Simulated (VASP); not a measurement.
# SnO2 (Cassiterite) (P4_2/mnm) in VASP: notebook

The runs below take SnO2 (Cassiterite) through single point, with LDA, SVWN5, RPBE, PBE.

Program: VASP 6.6.1. These are calculated values, not measurements. Logs are shortened: lines on timing, memory, paths and dates and some standing lists are left out, and cuts for length are marked.

## Step 1: The cell of the first run

Symmetry: P4_2/mnm, No. 136, tetragonal system. Conventional cell: a = 4.722 Å, b = 4.722 Å, c = 3.190 Å, α = 90.00°, β = 90.00°, γ = 90.00°. Within 2.7 Å of Sn (site symmetry mmm) lie 6 O at 2.04 to 2.05 Å. O (site symmetry m2m) has 3 Sn at 2.04 to 2.05 Å and 1 O at 2.59 Å within 2.7 Å.

## Step 2: Single point, LDA

Input file INCAR:

```
SYSTEM = SnO2
PREC = Accurate
ENCUT = 520
EDIFF = 1E-6
ISMEAR = -1
SIGMA = 0.05
LREAL = .False.
LASPH = .True.
NELM = 60
ALGO = Normal
ISIF = 2
LWAVE = .False.
LCHARG = .False.
NBANDS = 35
```

Input file KPOINTS:

```
regular mesh
0
Gamma
  6 6 8
  0 0 0
```

Input file POSCAR:

```
SnO2
1.0
    4.7222794487      0.0000000000      0.0000000000
    0.0000000000      4.7222794487      0.0000000000
    0.0000000000      0.0000000000      3.1904903020
Sn O
2 4
Direct
    0.5000000000      0.5000000000      0.5000000000
    0.0000000000      0.0000000000      0.0000000000
    0.8060685298      0.1939314702      0.5000000000
    0.6939314702      0.6939314702      0.0000000000
    0.1939314702      0.8060685298      0.5000000000
    0.3060685298      0.3060685298      0.0000000000
```

Potentials or basis: VASP PAW LDA potentials, release 64 (Sn_d, O).

The run is started by

```
> cat potpaw_LDA.64/Sn_d/POTCAR potpaw_LDA.64/O/POTCAR > POTCAR
> mpirun -np 1 vasp_std > vasp.out
```

OUTCAR:

```text
SYSTEM = SnO2
   PREC = Accurate
   ENCUT = 520
   EDIFF = 1E-6
   ISMEAR = -1
   LREAL = .False.
   LASPH = .True.
   NELM = 60
   ISIF = 2

 ion  position               nearest neighbor table
   1  0.500  0.500  0.500-   3 2.04   5 2.04   4 2.05   6 2.05   4 2.05   6 2.05   2 3.70   2 3.70
                             2 3.70   2 3.70   2 3.70   2 3.70   2 3.70   2 3.70
   2  0.000  0.000  0.000-   4 2.04   6 2.04   5 2.05   3 2.05   3 2.05   5 2.05   1 3.70   1 3.70
                             1 3.70   1 3.70   1 3.70   1 3.70   1 3.70   1 3.70
   3  0.806  0.194  0.500-   1 2.04   2 2.05   2 2.05
   4  0.694  0.694  0.000-   2 2.04   1 2.05   1 2.05
   5  0.194  0.806  0.500-   1 2.04   2 2.05   2 2.05
   6  0.306  0.306  0.000-   2 2.04   1 2.05   1 2.05

  LATTYP: Found a simple tetragonal cell.
 ALAT       =     4.7222794487
 C/A-ratio  =     0.6756250528

  Lattice vectors:

 A1 = (   4.7222794487,   0.0000000000,   0.0000000000)
 A2 = (   0.0000000000,   4.7222794487,   0.0000000000)
 A3 = (   0.0000000000,   0.0000000000,   3.1904903020)

Analysis of symmetry for initial positions (statically):
=====================================================================
 Subroutine PRICEL returns:
 Original cell was already a primitive cell.

 Routine SETGRP: Setting up the symmetry group for a
 simple tetragonal supercell.

 Subroutine GETGRP returns: Found 16 space group operations
 (whereof  8 operations were pure point group operations)
 out of a pool of 16 trial point group operations.

The static configuration has the point symmetry D_2h.
 The point group associated with its full space group is D_4h.

Analysis of symmetry for dynamics (positions and initial velocities):
=====================================================================
 Subroutine PRICEL returns:
 Original cell was already a primitive cell.

 Routine SETGRP: Setting up the symmetry group for a
 simple tetragonal supercell.

 Subroutine GETGRP returns: Found 16 space group operations
 (whereof  8 operations were pure point group operations)
 out of a pool of 16 trial point group operations.

The dynamic configuration has the point symmetry D_2h.
 The point group associated with its full space group is D_4h.

 Subroutine INISYM returns: Found 16 space group operations
 (whereof  8 operations are pure point group operations),
 and found     1 'primitive' translations

----------------------------------------------------------------------------------------

                                     Primitive cell
[... 103 lines left out ...]
   IBRION =     -1    ionic relax: 0-MD 1-quasi-New 2-CG
   NFREE  =      0    steps in history (QN), initial steepest desc. (CG)
   ISIF   =      2    stress and relaxation
   ISYM   =      2    0-nonsym 1-usesym 2-fastsym
   POTIM  = 0.5000    time-step for ionic-motion
   TEBEG  =    0.0;   TEEND  =   0.0 temperature during run
   PSTRESS=    0.0 pullay stress
   NELECT =      52.0000    total number of electrons
   NUPDOWN=      -1.0000    fix difference up-down
   EMIN   =  10.00;   EMAX   =-10.00  energy-range for DOS
   EFERMI =   0.00;   METHOD = LEGACY
   ISMEAR =    -1;   SIGMA  =   0.05  broadening in eV -4-tet -1-fermi 0-gaus
   EFERMI_NEDOS =   21; number of points for ismear=-14 and -15
   IALGO  =     38    algorithm
   IMIX   =      4    mixing-type and parameters
     AMIX     =   0.40;   BMIX     =  1.00
     AMIX_MAG =   1.60;   BMIX_MAG =  1.00
  volume/ion in A,a.u.               =      11.86        80.02
  Fermi-wavevector in a.u.,A,eV,Ry     =   1.474650  2.786685 29.587137  2.174593
  Thomas-Fermi vector in A             =   2.589396
   LORBIT       =      0    0 simple, 1 ext, 2 COOP (PROOUT), +10 PAW based schemes
   GGA     = CA    functional components
   LHFCALC =     F    Hartree Fock is set to
   AEXX    =    0.0000 exact exchange contribution
   IVDW    =     0    specifies the selected vdW correction
   LEPSILON=     F    determine dielectric tensor
   LRPA    =     F    only Hartree local field effects (RPA)
 non-spin polarized calculation
  energy-cutoff  :      520.00
  volume of cell :       71.15
 maximum number of plane-waves:      1944
 NGX is ok and might be reduce to    36
   NGX = 17   NGY = 17   NGZ = 11

 number of electron      51.9999987 magnetization

 Free energy of the ion-electron system (eV)
  ---------------------------------------------------
  ext. energy  EPLUGINS =         0.00000000
  ---------------------------------------------------
  free energy    TOTEN  =       -42.27988983 eV

  energy without entropy =      -42.27988975  energy(sigma->0) =      -42.27988979

 E-fermi :   6.5425     XC(G=0): -11.8311

 val. band max:        5.9346053021   @ k =   0.0000   0.0000   0.0000
 cond. band min:       7.1306199822   @ k =   0.0000   0.0000   0.0000
 fundamental gap:      1.1960146801
 Fermi energy:         6.5425282997

 k-point     1 :       0.0000    0.0000    0.0000
  band No.  band energies     occupation
      1     -15.0833      2.00000
      2     -14.3029      2.00000
      3     -14.0284      2.00000
      4     -14.0093      2.00000
      5     -14.0093      2.00000
      6     -13.9317      2.00000
[... 901 lines left out ...]
     34      18.1243      0.00000
     35      18.3077      0.00000

 [... further k-points ...]

------------------------ aborting loop because EDIFF is reached ----------------------------------------

  FORCE on cell =-STRESS in cart. coord.  units (eV):
  Direction    XX          YY          ZZ          XY          YZ          ZX
  --------------------------------------------------------------------------------------
  -------------------------------------------------------------------------------------
  Total        0.4132610      0.4132610      0.6133282      0.0000000      0.0000000      0.0000000
  in kB        9.3062401      9.3062401     13.8115595      0.0000000      0.0000000      0.0000000
  external PRESSURE =      10.8080133 kB  Pullay stress =       0.0000000 kB

 VOLUME and BASIS-vectors are now :
 -----------------------------------------------------------------------------
  energy-cutoff  :      520.00
  volume of cell :       71.15
      direct lattice vectors                 reciprocal lattice vectors
     4.722279449  0.000000000  0.000000000     0.211762140  0.000000000  0.000000000
     0.000000000  4.722279449  0.000000000     0.000000000  0.211762140  0.000000000
     0.000000000  0.000000000  3.190490302     0.000000000  0.000000000  0.313431450

 POSITION                                       TOTAL-FORCE (eV/Angst)
 -----------------------------------------------------------------------------------
      2.36114      2.36114      1.59525        -0.000000     -0.000000     -0.000000
      0.00000      0.00000      0.00000        -0.000000     -0.000000     -0.000000
      3.80648      0.91580      1.59525        -0.014741      0.014741     -0.000000
      3.27694      3.27694      0.00000         0.014741      0.014741     -0.000000
      0.91580      3.80648      1.59525         0.014741     -0.014741     -0.000000
      1.44534      1.44534      0.00000        -0.014741     -0.014741      0.000000
 -----------------------------------------------------------------------------------
    total drift:                               -0.000000      0.000000      0.000000

  FREE ENERGIE OF THE ION-ELECTRON SYSTEM (eV)
  ---------------------------------------------------
  free  energy   TOTEN  =       -42.2798898253 eV

  energy  without entropy=      -42.2798897521  energy(sigma->0) =      -42.27988979
```

stdout:

```text
POSCAR found type information on POSCAR SnO
 POSCAR found :  2 types and       6 ions
 scaLAPACK will be used
 LDA part: xc-table for (Slater(with rela. corr.)+CA(PZ))
 , standard interpolation
 POSCAR, INCAR and KPOINTS ok, starting setup
 FFT: planning ... GRIDC
 FFT: planning ... GRID_SOFT
 FFT: planning ... GRID
 WAVECAR not read
 entering main loop
```

Run time: 52 s. Hardware: 1 thread of AMD EPYC 9R45 (Zen 5), shared host; peak memory 0.19 GiB.

What came out:

```yaml
Free_energy: -42.2799 eV
Pressure: 1.1 GPa
Largest_force: 0.021 eV/Å
Band_gap_on_the_k_mesh: 1.20 eV, direct
```

Forces on the atoms (eV/Å):
```
Sn   0.000  0.000  0.000
Sn   0.000  0.000  0.000
O   -0.015  0.015  0.000
O    0.015  0.015  0.000
O    0.015 -0.015  0.000
O   -0.015 -0.015  0.000
```

Caveat: spin-orbit coupling is left out, which moves the levels of the heavy elements.

## Step 3: Single point, SVWN5

Input file INCAR:

```
PREC = Accurate ; ENCUT = 520
EDIFF = 1E-6 ; ISMEAR = -1
SIGMA = 0.05 ; LREAL = False
LASPH = True ; NELM = 60
ALGO = Normal ; ISIF = 2
LWAVE = False ; LCHARG = True
GGA = VW ; LELF = True
LVHAR = True ; NBANDS = 35
```

Input file KPOINTS:

```
Automatic mesh
0
Gamma
  6 6 8
```

Input file POSCAR:

```
SnO2
1.0
    4.7213828524      0.0000000000      0.0000000000
    0.0000000000      4.7213828524      0.0000000000
    0.0000000000      0.0000000000      3.1898911604
Sn O
2 4
Direct
    0.5000000000      0.5000000000      0.5000000000
    0.0000000000      0.0000000000      0.0000000000
    0.8060663411      0.1939336589      0.5000000000
    0.6939336589      0.6939336589      0.0000000000
    0.1939336589      0.8060663411      0.5000000000
    0.3060663411      0.3060663411      0.0000000000
```

Potentials or basis: VASP PAW PBE potentials, release 64 (Sn_d, O).

The run is started by

```
> cat potpaw_PBE.64/Sn_d/POTCAR potpaw_PBE.64/O/POTCAR > POTCAR
> mpirun -np 1 vasp_std > vasp.out
```

It took 54 s on 1 thread of AMD EPYC 9R45 (Zen 5), shared host; peak memory 0.19 GiB.

It converged, with:

```
Free energy            : -42.2697 eV
Pressure               : 0.9 GPa
Largest force          : 0.016 eV/Å
Band gap on the k mesh : 1.17 eV, direct
```

Forces on the atoms (eV/Å):
```
Sn   0.000  0.000  0.000
Sn   0.000  0.000  0.000
O   -0.011  0.011  0.000
O    0.011  0.011  0.000
O    0.011 -0.011  0.000
O   -0.011 -0.011  0.000
```

Stress tensor (GPa, compression positive):
```
0.74 0.00 0.00
0.00 0.74 0.00
0.00 0.00 1.15
```

Levels at points of the mesh, in eV from the valence-band top:
```tsv
k point	band 22	band 23	band 24	band 25	band 26	band 27	band 28	band 29	band 30	band 31
(0.00, 0.00, 0.00)	-1.28	-1.28	-0.81	-0.81	0.00	1.17	5.94	6.08	6.08	10.12
(0.50, 0.00, 0.00)	-2.03	-1.23	-1.23	-0.65	-0.65	4.34	4.34	6.84	6.84	10.83
(0.50, 0.50, 0.00)	-2.07	-1.36	-1.36	-0.91	-0.91	4.72	4.72	7.33	7.33	10.84
(0.00, 0.00, 0.50)	-2.71	-1.73	-1.73	-1.29	-1.29	6.05	6.05	9.55	9.55	10.41
(0.50, 0.00, 0.50)	-1.79	-1.14	-1.14	-0.72	-0.72	6.33	6.33	7.91	7.91	10.77
(0.50, 0.50, 0.50)	-2.44	-0.99	-0.99	-0.85	-0.85	4.70	4.70	8.66	8.66	10.77
```

Caveat: the PAW data sets were made with another functional, which shifts forces and pressure a little; spin-orbit coupling is left out, which moves the levels of the heavy elements.

## Step 4: Single point, RPBE

This run uses another cell than the first one, of 11.92 Å³/atom, 1.005 times its volume.

Input file INCAR:

```
SYSTEM = SnO2
PREC = Accurate ; ENCUT = 520
EDIFF = 1E-6 ; ISMEAR = -1
SIGMA = 0.05 ; LREAL = .False.
LASPH = .True. ; NELM = 100
ALGO = Normal ; ISIF = 2
LWAVE = .False. ; LCHARG = .True.
GGA = RP ; LELF = .True.
LVHAR = .True. ; NBANDS = 35
```

Input file KPOINTS:

```
Automatic mesh
0
Gamma
  6 6 8
  0 0 0
```

Input file POSCAR:

```
SnO2
1.0
    4.7380000000      0.0000000000      0.0000000000
    0.0000000000      4.7380000000      0.0000000000
    0.0000000000      0.0000000000      3.1865000000
Sn O
2 4
Direct
    0.5000000000      0.5000000000      0.5000000000
    0.0000000000      0.0000000000      0.0000000000
    0.8071000000      0.1929000000      0.5000000000
    0.6929000000      0.6929000000      0.0000000000
    0.1929000000      0.8071000000      0.5000000000
    0.3071000000      0.3071000000      0.0000000000
```

The run is started by

```
> cat potpaw_PBE.64/Sn_d/POTCAR potpaw_PBE.64/O/POTCAR > POTCAR
> mpirun -np 1 vasp_std > vasp.out
```

It took 52 s on 1 thread of AMD EPYC 9R45 (Zen 5), shared host; peak memory 0.2 GiB.

The run converged. Its results:

```
Free energy            : -34.7197 eV
Pressure               : 16.0 GPa
Largest force          : 0.326 eV/Å
Band gap on the k mesh : 1.36 eV, direct
```

Forces on the atoms (eV/Å):
```
Sn   0.000  0.000  0.000
Sn   0.000  0.000  0.000
O   -0.231  0.231  0.000
O    0.231  0.231  0.000
O    0.231 -0.231  0.000
O   -0.231 -0.231  0.000
```

Stress tensor (GPa, compression positive):
```
14.85  0.00  0.00
 0.00 14.85  0.00
 0.00  0.00 18.36
```

Levels at points of the mesh, in eV from the valence-band top:
```tsv
k point	band 22	band 23	band 24	band 25	band 26	band 27	band 28	band 29	band 30	band 31
(0.00, 0.00, 0.00)	-1.22	-1.22	-0.77	-0.77	0.00	1.36	6.27	6.49	6.49	10.74
(0.50, 0.00, 0.00)	-1.93	-1.18	-1.18	-0.63	-0.63	4.53	4.53	7.24	7.24	11.09
(0.50, 0.50, 0.00)	-1.93	-1.29	-1.29	-0.90	-0.90	4.93	4.93	7.66	7.66	11.13
(0.00, 0.00, 0.50)	-2.56	-1.63	-1.63	-1.25	-1.25	6.32	6.32	9.94	9.94	10.86
(0.50, 0.00, 0.50)	-1.70	-1.09	-1.09	-0.68	-0.68	6.60	6.60	8.20	8.20	11.21
(0.50, 0.50, 0.50)	-2.42	-0.96	-0.96	-0.83	-0.83	5.02	5.02	9.07	9.07	11.21
```

Caveat: the PAW data sets were made with another functional, which shifts forces and pressure a little; spin-orbit coupling is left out, which moves the levels of the heavy elements. RPBE gaps usually lie below the measured ones, often by a third to a half.

(Part 1 of 2 ends here.)
